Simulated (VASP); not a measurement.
# Nb (P6_3/mmc) in VASP: further runs, part 2 of 2

VASP 6.6.1. The steps go on from the part before.

### Step 3. Single point, PBEsol

This run uses another cell than the first one: it holds 2 atoms, not 4.

The input, INCAR:

```
SYSTEM = Nb
PREC = Accurate
ENCUT = 500
EDIFF = 1E-6
ISMEAR = 0
SIGMA = 0.1
LREAL = .FALSE.
LASPH = .TRUE.
NELM = 120
ALGO = Normal
ISIF = 2
LWAVE = .FALSE.
LCHARG = .TRUE.
GGA = PS
LELF = .TRUE.
LVHAR = .TRUE.
NBANDS = 20
GGA_COMPAT = .FALSE.
```

The input, KPOINTS:

```
regular mesh
0
G
  6 6 4
  0 0 0
```

The input, POSCAR:

```
Nb
1.0
    2.8006529988      0.0000000000      0.0000000000
   -1.4003264994      2.4254366442      0.0000000000
    0.0000000000      0.0000000000      5.2583560698
Nb
2
Direct
    0.3333333333      0.6666666667      0.2500000000
    0.6666666667      0.3333333333      0.7500000000
```

Potentials or basis: VASP PAW PBE potentials, release 64 (Nb_sv).

On the command line:

```console
$ cat potpaw_PBE.64/Nb_sv/POTCAR > POTCAR
$ mpirun -np 1 vasp_std > vasp.out
```

OUTCAR:

```text
SYSTEM = Nb
   PREC = Accurate
   ENCUT = 500
   EDIFF = 1E-6
   ISMEAR = 0
   LREAL = .FALSE.
   LASPH = .TRUE.
   NELM = 120
   ISIF = 2
   GGA = PS

 ion  position               nearest neighbor table
   1  0.333  0.667  0.250-
   2  0.667  0.333  0.750-

  LATTYP: Found a hexagonal cell.
 ALAT       =     2.8006529988
 C/A-ratio  =     1.8775464408

  Lattice vectors:

 A1 = (   2.8006529988,   0.0000000000,   0.0000000000)
 A2 = (  -1.4003264994,   2.4254366442,   0.0000000000)
 A3 = (   0.0000000000,   0.0000000000,   5.2583560698)

Analysis of symmetry for initial positions (statically):
=====================================================================
 Subroutine PRICEL returns:
 Original cell was already a primitive cell.

 Routine SETGRP: Setting up the symmetry group for a
 hexagonal supercell.

 Subroutine GETGRP returns: Found 24 space group operations
 (whereof 12 operations were pure point group operations)
 out of a pool of 24 trial point group operations.

The static configuration has the point symmetry D_3d.
 The point group associated with its full space group is D_6h.

Analysis of symmetry for dynamics (positions and initial velocities):
=====================================================================
 Subroutine PRICEL returns:
 Original cell was already a primitive cell.

 Routine SETGRP: Setting up the symmetry group for a
 hexagonal supercell.

 Subroutine GETGRP returns: Found 24 space group operations
 (whereof 12 operations were pure point group operations)
 out of a pool of 24 trial point group operations.

The dynamic configuration has the point symmetry D_3d.
 The point group associated with its full space group is D_6h.

 Subroutine INISYM returns: Found 24 space group operations
 (whereof 12 operations are pure point group operations),
 and found     1 'primitive' translations

[... 106 lines left out ...]
   EFERMI_NEDOS =   21; number of points for ismear=-14 and -15
   IALGO  =     38    algorithm
   IMIX   =      4    mixing-type and parameters
     AMIX     =   0.40;   BMIX     =  1.00
     AMIX_MAG =   1.60;   BMIX_MAG =  1.00
  volume/ion in A,a.u.               =      17.86       120.52
  Fermi-wavevector in a.u.,A,eV,Ry     =   1.472650  2.782905 29.506927  2.168698
  Thomas-Fermi vector in A             =   2.587639
   LORBIT       =      0    0 simple, 1 ext, 2 COOP (PROOUT), +10 PAW based schemes
   GGA     = PS    functional components
   LHFCALC =     F    Hartree Fock is set to
   AEXX    =    0.0000 exact exchange contribution
   IVDW    =     0    specifies the selected vdW correction
   LEPSILON=     F    determine dielectric tensor
   LRPA    =     F    only Hartree local field effects (RPA)
 non-spin polarized calculation
 Gauss-broadening in eV      SIGMA  =   0.10
  energy-cutoff  :      500.00
  volume of cell :       35.72
 maximum number of plane-waves:       932
   NGX = 11   NGY = 11   NGZ = 19

 number of electron      26.0000003 magnetization

 Free energy of the ion-electron system (eV)
  ---------------------------------------------------
  ext. energy  EPLUGINS =         0.00000000
  ---------------------------------------------------
  free energy    TOTEN  =       -21.34160280 eV

  energy without entropy =      -21.32923891  energy(sigma->0) =      -21.33542086

 E-fermi :  11.6844     XC(G=0): -12.6468

 val. band max:       11.6805562778   @ k =   0.1667   0.0000   0.2500
 cond. band min:      11.7684466395   @ k =   0.3333   0.0000   0.0000
 fundamental gap:      0.0878903617
 Fermi energy:        11.6844315845

 k-point     1 :       0.0000    0.0000    0.0000
  band No.  band energies     occupation
      1     -43.0628      2.00000
      2     -42.9300      2.00000
      3     -19.6198      2.00000
      4     -18.6214      2.00000
      5     -18.2526      2.00000
      6     -18.2526      2.00000
[... 472 lines left out ...]
     19      21.0593      0.00000
     20      21.0593      0.00000

------------------------ aborting loop because EDIFF is reached ----------------------------------------

  FORCE on cell =-STRESS in cart. coord.  units (eV):
  Direction    XX          YY          ZZ          XY          YZ          ZX
  --------------------------------------------------------------------------------------
  -------------------------------------------------------------------------------------
  Total       -0.0790160     -0.0790160     -0.0705220      0.0000000      0.0000000      0.0000000
  in kB       -3.5442656     -3.5442656     -3.1632695      0.0000000      0.0000000      0.0000000
  external PRESSURE =      -3.4172669 kB  Pullay stress =       0.0000000 kB

 VOLUME and BASIS-vectors are now :
 -----------------------------------------------------------------------------
  energy-cutoff  :      500.00
  volume of cell :       35.72
      direct lattice vectors                 reciprocal lattice vectors
     2.800652999  0.000000000  0.000000000     0.357059586  0.206148448  0.000000000
    -1.400326499  2.425436644  0.000000000     0.000000000  0.412296896  0.000000000
     0.000000000  0.000000000  5.258356070     0.000000000  0.000000000  0.190173504

 POSITION                                       TOTAL-FORCE (eV/Angst)
 -----------------------------------------------------------------------------------
     -0.00000      1.61696      1.31459        -0.000000      0.000000      0.000000
      1.40033      0.80848      3.94377         0.000000     -0.000000      0.000000
 -----------------------------------------------------------------------------------
    total drift:                               -0.000000      0.000000     -0.000000

  FREE ENERGIE OF THE ION-ELECTRON SYSTEM (eV)
  ---------------------------------------------------
  free  energy   TOTEN  =       -21.3416028023 eV

  energy  without entropy=      -21.3292389116  energy(sigma->0) =      -21.33542086
```

OSZICAR:

```text
N       E                     dE             d eps       ncg     rms          rms(c)
DAV:   1     0.295504061579E+03    0.29550E+03   -0.14945E+04   840   0.135E+03
DAV:   2     0.119318177485E+00   -0.29538E+03   -0.28861E+03   984   0.529E+02
DAV:   3    -0.212444606250E+02   -0.21364E+02   -0.20623E+02  1572   0.105E+02
DAV:   4    -0.221640022763E+02   -0.91954E+00   -0.91448E+00  1156   0.192E+01
DAV:   5    -0.222031060550E+02   -0.39104E-01   -0.39069E-01  1376   0.389E+00    0.107E+01
DAV:   6    -0.214274619351E+02    0.77564E+00   -0.14380E+00  1168   0.115E+01    0.375E+00
DAV:   7    -0.213322413028E+02    0.95221E-01   -0.56062E-01  1496   0.661E+00    0.146E+00
DAV:   8    -0.213417524343E+02   -0.95111E-02   -0.42325E-02  1092   0.205E+00    0.119E-01
DAV:   9    -0.213415706901E+02    0.18174E-03   -0.32153E-03  1364   0.481E-01    0.888E-02
DAV:  10    -0.213416102474E+02   -0.39557E-04   -0.17601E-04  1140   0.144E-01    0.156E-02
DAV:  11    -0.213416026502E+02    0.75972E-05   -0.12109E-05  1232   0.321E-02    0.925E-03
DAV:  12    -0.213416028023E+02   -0.15213E-06   -0.13831E-06   544   0.184E-02
   1 F= -.21341603E+02 E0= -.21335421E+02  d E =-.123639E-01
```

Wall time 10 s (1 thread of Intel Xeon Platinum 8488C (Sapphire Rapids), shared host); peak memory 0.14 GiB.

Results:

```yaml
Free_energy: -21.3416 eV
Pressure: -0.3 GPa
Band_gap_on_the_k_mesh: zero (band 13 reaches 13.78 eV, above the bottom of band 14 at 10.61 eV)
```

Levels at points of the mesh, in eV from the Fermi level:
```csv
k point,band 10,band 11,band 12,band 13,band 14,band 15,band 16,band 17
"(0.00, 0.00, 0.00)",-4.20,-1.45,0.19,0.20,0.20,0.61,0.61,2.76
"(0.50, 0.00, 0.00)",-3.65,-3.65,-0.90,0.16,0.31,0.78,4.45,5.88
"(0.00, 0.00, 0.50)",-4.90,-1.61,-1.61,0.27,0.27,0.27,0.27,3.78
"(0.50, 0.00, 0.50)",-4.17,-2.79,-2.79,2.10,2.10,2.25,2.25,5.03
```

Caveat: the k points lie up to 0.43 Å⁻¹ apart; the PAW data sets were made with another functional, which shifts forces and pressure a little.

### Step 4. Single point, PBEsol

This run uses another cell than the first one: it holds 2 atoms, not 4.

The input, INCAR:

```
PREC = Accurate ; ENCUT = 500
EDIFF = 1E-6 ; ISMEAR = 0
SIGMA = 0.1 ; LREAL = False
LASPH = True ; NELM = 120
ALGO = Normal ; ISIF = 2
LWAVE = False ; LCHARG = True
GGA = PS ; LELF = True
LVHAR = True ; NBANDS = 20
GGA_COMPAT = False
```

The input, KPOINTS:

```
Automatic mesh
0
Gamma
  6 6 4
```

The input, POSCAR:

```
Nb
1.0
    3.0488450737      0.0000000000      0.0000000000
   -1.5244225368      2.6403772860      0.0000000000
    0.0000000000      0.0000000000      4.9484370199
Nb
2
Direct
    0.3333333333      0.6666666667      0.2500000000
    0.6666666667      0.3333333333      0.7500000000
```

On the command line:

```console
$ cat potpaw_PBE.64/Nb_sv/POTCAR > POTCAR
$ mpirun -np 1 vasp_std > vasp.out
```

Wall time 13 s (1 thread of Intel Xeon Platinum 8488C (Sapphire Rapids), shared host); peak memory 0.15 GiB.

Results (log left out):

- Free energy: -20.9520 eV
- Pressure: -14.9 GPa
- Band gap on the k mesh: zero (band 13 reaches 11.71 eV, above the bottom of band 14 at 9.50 eV)

Stress tensor (GPa, compression positive):
```
-17.04   0.00   0.00
  0.00 -17.04   0.00
  0.00   0.00 -10.50
```

Levels at points of the mesh, in eV from the Fermi level:
```csv
k point,band 10,band 11,band 12,band 13,band 14,band 15,band 16,band 17
"(0.00, 0.00, 0.00)",-3.69,0.11,0.11,0.11,0.75,0.75,1.17,1.52
"(0.50, 0.00, 0.00)",-3.09,-2.85,-0.34,-0.09,0.14,0.78,4.22,4.49
"(0.00, 0.00, 0.50)",-4.41,-0.60,-0.60,0.04,0.04,0.04,0.04,3.21
"(0.50, 0.00, 0.50)",-3.53,-1.85,-1.85,1.61,1.61,1.65,1.65,4.44
```

Caveat: the k points lie up to 0.40 Å⁻¹ apart; the PAW data sets were made with another functional, which shifts forces and pressure a little.

### Step 5. Single point, PBEsol

This run uses another cell than the first one: it holds 2 atoms, not 4.

The input, INCAR:

```
ALGO     = Normal         # electronic algorithm
EDIFF    = 1E-6           # SCF threshold, eV
ENCUT    = 500            # plane-wave cutoff, eV
GGA      = PS             # functional
GGA_COMPAT= False        
ISIF     = 2              # what is computed and relaxed
ISMEAR   = 0              # smearing method
LASPH    = True           # aspherical terms in the spheres
LCHARG   = False          # write CHGCAR
LREAL    = False          # projectors in reciprocal space
LWAVE    = False          # write WAVECAR
NBANDS   = 20             # bands
NELM     = 120            # most SCF steps
PREC     = Accurate       # precision mode
SIGMA    = 0.1            # smearing width, eV
```

The input, KPOINTS:

```
k-points
0
Gamma
  9 9 4
```

The input, POSCAR:

```
Nb
1.0
    2.8143401522      0.0000000000      0.0000000000
   -1.4071700761      2.4372900667      0.0000000000
    0.0000000000      0.0000000000      5.2588864233
Nb
2
Direct
    0.3333333333      0.6666666667      0.2500000000
    0.6666666667      0.3333333333      0.7500000000
```

On the command line:

```console
$ cat potpaw_PBE.64/Nb_sv/POTCAR > POTCAR
$ mpirun -np 1 vasp_std > vasp.out
```

Run time: 20 s. Hardware: 1 thread of Intel Xeon Platinum 8488C (Sapphire Rapids), shared host; peak memory 0.16 GiB.

It converged, with:

```
Free energy            : -21.3001 eV
Pressure               : -0.4 GPa
Band gap on the k mesh : zero (band 13 reaches 13.47 eV, above the bottom of band 14 at 10.63 eV)
```

Stress tensor (GPa, compression positive):
```
-0.33  0.00  0.00
 0.00 -0.33  0.00
 0.00  0.00 -0.58
```

Levels at points of the mesh, in eV from the Fermi level:
```
           k point  band 11  band 12  band 13  band 14  band 15  band 16
(0.00, 0.00, 0.00)    -1.23     0.35     0.35     0.36     0.77     0.77
(0.00, 0.00, 0.50)    -1.41    -1.41     0.42     0.42     0.42     0.42
```

Caveat: the PAW data sets were made with another functional, which shifts forces and pressure a little.

### Step 6. Relaxation of cell and atoms, PBEsol

This run uses another cell than the first one: it holds 2 atoms, not 4.

The input, INCAR:

```
SYSTEM = Nb
PREC = Accurate ; ENCUT = 500
EDIFF = 1E-7 ; ISMEAR = 0
SIGMA = 0.1 ; LREAL = .False.
LASPH = .True. ; NELM = 120
ALGO = Normal ; ISIF = 3
LWAVE = .False. ; LCHARG = .False.
GGA = PS ; IBRION = 2
NSW = 90 ; EDIFFG = -0.04
GGA_COMPAT = .False. ; NELMIN = 4
```

The input, KPOINTS:

```
regular mesh
0
Gamma
  6 6 4
  0 0 0
```

The input, POSCAR:

```
Nb
1.0
    3.0488450737      0.0000000000      0.0000000000
   -1.5244225368      2.6403772860      0.0000000000
    0.0000000000      0.0000000000      4.9484370199
Nb
2
Direct
    0.3333333333      0.6666666667      0.2500000000
    0.6666666667      0.3333333333      0.7500000000
```

Potentials or basis: VASP PAW PBE potentials, release 64 (Nb_sv).

On the command line:

```console
$ cat potpaw_PBE.64/Nb_sv/POTCAR > POTCAR
$ mpirun -np 1 vasp_std > vasp.out
```

It took 1.8 min on 1 thread of Intel Xeon Platinum 8488C (Sapphire Rapids), shared host; peak memory 0.16 GiB.

The run converged. Its results:

```yaml
Free_energy: -21.3440 eV
Relaxed_volume: 17.82 Å³/atom
Relaxed_cell: a = 2.796 Å, b = 2.796 Å, c = 5.263 Å, α = 90.00°, β = 90.00°, γ = 120.00°
Space_group_after_relaxing_to_0.05_Å: P6_3/mmc (No. 194)
Energy_gained_by_relaxing: 196.0 meV/atom
Ionic_steps: 10
Pressure_after_relaxing: 0.1 GPa
Band_gap_on_the_k_mesh: zero (band 13 reaches 13.82 eV, above the bottom of band 14 at 10.64 eV)
```

Stress tensor (GPa, compression positive):
```
 0.29  0.00  0.00
 0.00  0.29  0.00
 0.00  0.00 -0.33
```

The path:
```csv
step,energy change (eV),largest force (eV/Å),pressure (GPa),volume (Å³)
1,0.0000,0.0000,-14.86,39.84
2,0.3612,0.0000,41.13,30.09
3,-0.2188,0.0000,0.52,35.77
4,-0.2190,0.0000,0.98,35.67
5,-0.3230,0.0000,1.62,35.36
6,-0.1750,0.0000,13.06,34.05
7,-0.3774,0.0000,3.01,35.05
8,-0.3825,0.0000,3.97,34.89
9,-0.3538,0.0000,-6.59,37.22
10,-0.3920,0.0000,0.08,35.64
```

Final structure:
```yaml
crystal:
  lattice:
    - [2.79639, 0.00000, 0.00000]
    - [-1.39819, 2.42174, 0.00000]
    - [0.00000, 0.00000, 5.26308]
  atoms:
    - { symbol: Nb, position: [0.33333, 0.66667, 0.25000] }
    - { symbol: Nb, position: [0.66667, 0.33333, 0.75000] }
```

Levels at points of the mesh, in eV from the Fermi level:
```tsv
k point	band 10	band 11	band 12	band 13	band 14	band 15	band 16	band 17
(0.00, 0.00, 0.00)	-4.20	-1.48	0.17	0.20	0.20	0.61	0.61	2.78
(0.50, 0.00, 0.00)	-3.67	-3.66	-0.92	0.15	0.32	0.79	4.45	5.92
(0.00, 0.00, 0.50)	-4.90	-1.62	-1.62	0.27	0.27	0.27	0.27	3.80
(0.50, 0.00, 0.50)	-4.19	-2.80	-2.80	2.11	2.11	2.26	2.26	5.03
```

Caveat: the k points lie up to 0.43 Å⁻¹ apart in the final cell; the PAW data sets were made with another functional, which shifts forces and pressure a little.

### Step 7. The runs side by side

| task | cell | k mesh | cutoff (eV) | gap on the mesh (eV) | pressure (GPa) |
| --- | --- | --- | --- | --- | --- |
| single point | a = 2.827, b = 2.827, c = 10.415 Å, angles 90.0, 90.0, 120.0°, 4 atoms | 18 × 18 × 6 | 520 | none | -0.3 |
| single point | a = 2.801, b = 2.801, c = 5.258 Å, angles 90.0, 90.0, 120.0°, 2 atoms | 6 × 6 × 4 | 500 | none | -0.3 |
| single point | a = 3.049, b = 3.049, c = 4.948 Å, angles 90.0, 90.0, 120.0°, 2 atoms | 6 × 6 × 4 | 500 | none | -14.9 |
| single point | a = 2.814, b = 2.814, c = 5.259 Å, angles 90.0, 90.0, 120.0°, 2 atoms | 9 × 9 × 4 | 500 | none | -0.4 |
| relaxation of cell and atoms | relaxed from a = 3.049, b = 3.049, c = 4.948 Å, angles 90.0, 90.0, 120.0°, 2 atoms | 6 × 6 × 4 | 500 | none | 0.1 |

Alike in all rows: level PBEsol; potentials or basis VASP PAW PBE potentials, release 64 (Nb_sv); no spin polarisation; smearing gaussian 0.1 eV.

Caveats: some runs use coarse meshes; the PAW data sets were made with another functional, which shifts forces and pressure a little.

Total energies depend on the potentials used, so only differences within one code and one set of settings carry meaning.
